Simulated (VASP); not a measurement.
# AlCr2C (P6_3/mmc) in VASP: single point with LDA

Aim: the single point of AlCr2C with LDA.

Program: VASP 6.6.1. These are calculated values, not measurements. Logs are shortened: lines on timing, memory, paths and dates and some standing lists are left out, and cuts for length are marked.

**1. The cell of the first run**

The structure is hexagonal, space group P6_3/mmc (No. 194). The conventional cell has a = 2.848 Å, b = 2.848 Å, c = 12.706 Å, α = 90.00°, β = 90.00°, γ = 120.00°. Within 3.6 Å of Al (site symmetry -6m2) lie 6 Cr at 2.66 Å and 6 Al at 2.85 Å and 6 C at 3.58 Å. Cr (site symmetry 3m) has 3 C at 1.97 Å and 3 Al at 2.66 Å and 9 Cr at 2.72 to 2.85 Å within 2.9 Å. Within 2.6 Å of C (site symmetry -3m) lie 6 Cr at 1.97 Å.

**2. Single point, LDA, collinear spin, antiferromagnetic start**

Contents of INCAR:

```
ALGO = Normal
EDIFF = 1E-6
ENCUT = 520
ISIF = 2
ISMEAR = -1
ISPIN = 2
LASPH = T
LCHARG = T
LELF = T
LMAXMIX = 4
LORBIT = 11
LREAL = F
LVHAR = T
LWAVE = F
MAGMOM = 0 0 3 -3 3 -3 0 0
NBANDS = 45
NELM = 150
PREC = Accurate
SIGMA = 0.15
```

Contents of KPOINTS:

```
k-points
0
Gamma
  11 11 3
```

Contents of POSCAR:

```
AlCr2C
1.0
    2.8484500010      0.0000000000      0.0000000000
   -1.4242255046      2.4668298261      0.0000000000
    0.0000000000      0.0000000000     12.7055223098
Al Cr C
2 4 2
Direct
    0.6666666667      0.3333333333      0.2500000000
    0.3333333333      0.6666666667      0.7500000000
    0.3333333333      0.6666666667      0.4149410000
    0.6666666667      0.3333333333      0.9149410000
    0.6666666667      0.3333333333      0.5850590000
    0.3333333333      0.6666666667      0.0850590000
    0.0000000000      0.0000000000      0.5000000000
    0.0000000000      0.0000000000      0.0000000000
```

Potentials or basis: VASP PAW LDA potentials, release 64 (Al, Cr_pv, C).

On the command line:

```
> cat potpaw_LDA.64/Al/POTCAR potpaw_LDA.64/Cr_pv/POTCAR potpaw_LDA.64/C/POTCAR > POTCAR
> mpirun -np 1 vasp_std > vasp.out
```

OUTCAR:

```text
EDIFF = 1E-6
   ENCUT = 520
   ISIF = 2
   ISMEAR = -1
   ISPIN = 2
   LASPH = T
   LORBIT = 11
   LREAL = F
   NELM = 150
   PREC = Accurate

 ion  position               nearest neighbor table
   1  0.667  0.333  0.250-   3 2.66   6 2.66   3 2.66   6 2.66   3 2.66   6 2.66
   2  0.333  0.667  0.750-   4 2.66   5 2.66   4 2.66   5 2.66   4 2.66   5 2.66
   3  0.333  0.667  0.415-   7 1.97   7 1.97   7 1.97   1 2.66   1 2.66   1 2.66   5 2.72   5 2.72
                             5 2.72
   4  0.667  0.333  0.915-   8 1.97   8 1.97   8 1.97   2 2.66   2 2.66   2 2.66   6 2.72   6 2.72
                             6 2.72
   5  0.667  0.333  0.585-   7 1.97   7 1.97   7 1.97   2 2.66   2 2.66   2 2.66   3 2.72   3 2.72
                             3 2.72
   6  0.333  0.667  0.085-   8 1.97   8 1.97   8 1.97   1 2.66   1 2.66   1 2.66   4 2.72   4 2.72
                             4 2.72
   7  0.000  0.000  0.500-   5 1.97   3 1.97   5 1.97   3 1.97   3 1.97   5 1.97
   8  0.000  0.000  0.000-   4 1.97   6 1.97   4 1.97   6 1.97   4 1.97   6 1.97

  LATTYP: Found a hexagonal cell.
 ALAT       =     2.8484500010
 C/A-ratio  =     4.4605038900

  Lattice vectors:

 A1 = (   2.8484500010,   0.0000000000,   0.0000000000)
 A2 = (  -1.4242255046,   2.4668298261,   0.0000000000)
 A3 = (   0.0000000000,   0.0000000000,  12.7055223098)

Analysis of symmetry for initial positions (statically):
=====================================================================
 Subroutine PRICEL returns:
 Original cell was already a primitive cell.

 Routine SETGRP: Setting up the symmetry group for a
 hexagonal supercell.

 Subroutine GETGRP returns: Found 24 space group operations
 (whereof 12 operations were pure point group operations)
 out of a pool of 24 trial point group operations.

The static configuration has the point symmetry D_3d.
 The point group associated with its full space group is D_6h.

Analysis of symmetry for dynamics (positions and initial velocities):
=====================================================================
 Subroutine PRICEL returns:
 Original cell was already a primitive cell.

 Routine SETGRP: Setting up the symmetry group for a
 hexagonal supercell.

 Subroutine GETGRP returns: Found 24 space group operations
 (whereof 12 operations were pure point group operations)
 out of a pool of 24 trial point group operations.

The dynamic configuration has the point symmetry D_3d.
 The point group associated with its full space group is D_6h.

Analysis of structural, dynamic, and magnetic symmetry:
=====================================================================
 Subroutine PRICEL returns:
 Original cell was already a primitive cell.

 Routine SETGRP: Setting up the symmetry group for a
 hexagonal supercell.

 Subroutine GETGRP returns: Found 24 space group operations
 (whereof 12 operations were pure point group operations)
 out of a pool of 24 trial point group operations.

The overall configuration has the point symmetry D_3d.
 The point group associated with its full space group is D_6h.

 Subroutine INISYM returns: Found 24 space group operations
 (whereof 12 operations are pure point group operations),
 and found     1 'primitive' translations

----------------------------------------------------------------------------------------

                                     Primitive cell

  volume of cell :      89.2771

  direct lattice vectors                    reciprocal lattice vectors
     2.848450001  0.000000000  0.000000000     0.351068125  0.202689367  0.000000000
    -1.424225505  2.466829826  0.000000000     0.000000000  0.405378591  0.000000000
     0.000000000  0.000000000 12.705522310     0.000000000  0.000000000  0.078705934

  length of vectors
     2.848450001  2.848450049 12.705522310     0.405378598  0.405378591  0.078705934

  position of ions in fractional coordinates (direct lattice)
     0.666666667  0.333333333  0.250000000
     0.333333333  0.666666667  0.750000000
     0.333333333  0.666666667  0.414941000
     0.666666667  0.333333333  0.914941000
     0.666666667  0.333333333  0.585059000
     0.333333333  0.666666667  0.085059000
     0.000000000  0.000000000  0.500000000
     0.000000000  0.000000000  0.000000000

  ion indices of the primitive-cell ions
[... 64 lines left out ...]
   number of dos      NEDOS =    301   number of ions     NIONS =      8
   total plane-waves  NPLWV =  55296
   dimension x,y,z NGX =    24 NGY =   24 NGZ =   96
   dimension x,y,z NGXF=    48 NGYF=   48 NGZF=  192
   ions per type =               2   4   2
   NGX,Y,Z   is equivalent  to a cutoff of  14.01, 14.01, 12.56 a.u.
   NGXF,Y,Z  is equivalent  to a cutoff of  28.01, 28.01, 25.12 a.u.
 SYSTEM =  unknown system
   PREC   = accura    normal or accurate (medium, high low for compatibility)
   ISTART =      0    job   : 0-new  1-cont  2-samecut
   ICHARG =      2    charge: 1-file 2-atom 10-const
   ISPIN  =      2    spin polarized calculation?
   LNONCOLLINEAR =      F non collinear calculations
   LSORBIT =      F    spin-orbit coupling
   LASPH  =      T    aspherical Exc in radial PAW
   ENCUT  =  520.0 eV  38.22 Ry    6.18 a.u.   5.30  5.30 23.62*2*pi/ulx,y,z
   NELM   =    150;   NELMIN=  2; NELMDL= -5     # of ELM steps
   EDIFF  = 0.1E-05   stopping-criterion for ELM
   LREAL  =      F    real-space projection
   EDIFFG = 0.1E-04   stopping-criterion for IOM
   NSW    =      0    number of steps for IOM
[... 5 lines left out ...]
   TEBEG  =    0.0;   TEEND  =   0.0 temperature during run
   PSTRESS=    0.0 pullay stress
   NELECT =      62.0000    total number of electrons
   NUPDOWN=      -1.0000    fix difference up-down
   EMIN   =  10.00;   EMAX   =-10.00  energy-range for DOS
   EFERMI =   0.00;   METHOD = LEGACY
   ISMEAR =    -1;   SIGMA  =   0.15  broadening in eV -4-tet -1-fermi 0-gaus
   EFERMI_NEDOS =   21; number of points for ismear=-14 and -15
   IALGO  =     38    algorithm
   IMIX   =      4    mixing-type and parameters
     AMIX     =   0.40;   BMIX     =  1.00
     AMIX_MAG =   1.60;   BMIX_MAG =  1.00
  volume/ion in A,a.u.               =      11.16        75.31
  Fermi-wavevector in a.u.,A,eV,Ry     =   1.449746  2.739623 28.596233  2.101764
  Thomas-Fermi vector in A             =   2.567437
   LORBIT       =     11    0 simple, 1 ext, 2 COOP (PROOUT), +10 PAW based schemes
   GGA     = CA    functional components
   LHFCALC =     F    Hartree Fock is set to
   AEXX    =    0.0000 exact exchange contribution
   IVDW    =     0    specifies the selected vdW correction
   LEPSILON=     F    determine dielectric tensor
   LRPA    =     F    only Hartree local field effects (RPA)
 spin polarized calculation
  energy-cutoff  :      520.00
  volume of cell :       89.28
 maximum number of plane-waves:      2422
 NGX is ok and might be reduce to    24
   NGX = 11   NGY = 11   NGZ = 47

 number of electron      61.9999993 magnetization       0.0000000

 number of electron      61.9999993 magnetization      -0.0000000

 Free energy of the ion-electron system (eV)
  ---------------------------------------------------
  ext. energy  EPLUGINS =         0.00000000
  ---------------------------------------------------
  free energy    TOTEN  =       -73.08130927 eV

  energy without entropy =      -72.54852618  energy(sigma->0) =      -72.81491772

 E-fermi :   9.6524     XC(G=0): -12.6777

 val. band max:        9.6507974216   @ k =   0.3636  -0.0000   0.0000
 cond. band min:       9.6575648878   @ k =   0.2727   0.1818   0.0000
 fundamental gap:      0.0067674661
 Fermi energy:         9.6523625193

 spin component 1

 k-point     1 :       0.0000    0.0000    0.0000
  band No.  band energies     occupation
      1     -33.3214      1.00000
      2     -33.3199      1.00000
      3     -33.1330      1.00000
      4     -33.1330      1.00000
      5     -33.1327      1.00000
      6     -33.1327      1.00000
[... 1093 lines left out ...]
     42      14.1178      0.00000
     43      14.4101      0.00000

 [... further k-points ...]

 spin component 2

 k-point     1 :       0.0000    0.0000    0.0000
  band No.  band energies     occupation
      1     -33.3214      1.00000
      2     -33.3199      1.00000
      3     -33.1330      1.00000
      4     -33.1330      1.00000
      5     -33.1327      1.00000
      6     -33.1327      1.00000
[... 1093 lines left out ...]
     42      14.1178      0.00000
     43      14.4102      0.00000

 [... further k-points ...]

 [bands above 43 left out]

------------------------ aborting loop because EDIFF is reached ----------------------------------------

  FORCE on cell =-STRESS in cart. coord.  units (eV):
  Direction    XX          YY          ZZ          XY          YZ          ZX
  --------------------------------------------------------------------------------------
  -------------------------------------------------------------------------------------
  Total       -6.9991197     -6.9991184     -6.9619622      0.0000014     -0.0000000      0.0000000
  in kB     -125.6069558   -125.6069317   -124.9401228      0.0000257     -0.0000000      0.0000000
  external PRESSURE =    -125.3846701 kB  Pullay stress =       0.0000000 kB

 VOLUME and BASIS-vectors are now :
 -----------------------------------------------------------------------------
  energy-cutoff  :      520.00
  volume of cell :       89.28
      direct lattice vectors                 reciprocal lattice vectors
     2.848450001  0.000000000  0.000000000     0.351068125  0.202689367  0.000000000
    -1.424225505  2.466829826  0.000000000     0.000000000  0.405378591  0.000000000
     0.000000000  0.000000000 12.705522310     0.000000000  0.000000000  0.078705934

 POSITION                                       TOTAL-FORCE (eV/Angst)
 -----------------------------------------------------------------------------------
      1.42422      0.82228      3.17638         0.000000     -0.000000      0.000000
     -0.00000      1.64455      9.52914        -0.000000      0.000000      0.000000
     -0.00000      1.64455      5.27204         0.000000     -0.000000      0.679846
      1.42422      0.82228     11.62480        -0.000000      0.000000      0.679846
      1.42422      0.82228      7.43348        -0.000000      0.000000     -0.679846
     -0.00000      1.64455      1.08072         0.000000     -0.000000     -0.679846
      0.00000      0.00000      6.35276         0.000000     -0.000000      0.000000
      0.00000      0.00000      0.00000         0.000000     -0.000000      0.000000
 -----------------------------------------------------------------------------------
    total drift:                               -0.000000      0.000000     -0.000000

  FREE ENERGIE OF THE ION-ELECTRON SYSTEM (eV)
  ---------------------------------------------------
  free  energy   TOTEN  =       -73.0813092653 eV

  energy  without entropy=      -72.5485261799  energy(sigma->0) =      -72.81491772

 total charge

# of ion       s       p       d       tot
------------------------------------------
    1        0.421   0.401   0.000   0.822
    2        0.421   0.401   0.000   0.822
    3        0.332   6.405   4.379  11.116
    4        0.332   6.405   4.379  11.116
    5        0.332   6.405   4.379  11.116
    6        0.332   6.405   4.379  11.116
    7        0.894   1.565   0.000   2.459
    8        0.894   1.565   0.000   2.459
--------------------------------------------------
tot          3.958  29.553  17.517  51.027

 magnetization (x)

# of ion       s       p       d       tot
------------------------------------------
    1        0.000   0.000   0.000   0.000
    2        0.000   0.000   0.000   0.000
    3        0.000   0.000   0.000   0.000
    4       -0.000  -0.000  -0.000  -0.000
    5        0.000   0.000   0.000   0.000
    6       -0.000  -0.000  -0.000  -0.000
    7       -0.000  -0.000   0.000  -0.000
    8        0.000   0.000   0.000   0.000
--------------------------------------------------
tot          0.000   0.000   0.000   0.000
```

Run time: 5.1 min. Hardware: 1 thread of Intel Xeon Platinum 8259CL at 2.50GHz (Skylake/Cascade Lake), shared host; peak memory 0.32 GiB.

Results:

```
Free energy                                           : -73.0813 eV
Pressure                                              : -12.5 GPa
Largest force                                         : 0.680 eV/Å
Band gap on the k mesh                                : zero (filled and empty bands overlap)
Net moment                                            : 0.00 μB per cell
Valence electrons inside the program's atomic spheres : Al 0.82; Cr 11.12; C 2.46
```

Forces in eV/Å, atoms in the order of the input:
```
Al   0.000  0.000  0.000
Al   0.000  0.000  0.000
Cr   0.000  0.000  0.680
Cr   0.000  0.000  0.680
Cr   0.000  0.000 -0.680
Cr   0.000  0.000 -0.680
C    0.000  0.000  0.000
C    0.000  0.000  0.000
```

Levels at points of the mesh, in eV from the Fermi level:
Spin up:
```tsv
k point	band 28	band 29	band 30	band 31	band 32	band 33
(0.00, 0.00, 0.00)	-1.05	-1.03	-1.03	-0.20	-0.20	-0.16
```
Spin down:
| k point | band 27 | band 28 | band 29 | band 30 | band 31 | band 32 | band 33 | band 34 |
| --- | --- | --- | --- | --- | --- | --- | --- | --- |
| (0.00, 0.00, 0.00) | -1.05 | -1.05 | -1.03 | -1.03 | -0.20 | -0.20 | -0.16 | -0.16 |

Caveat: the cell stands under tension; the moments typed at the start vanished in this run.
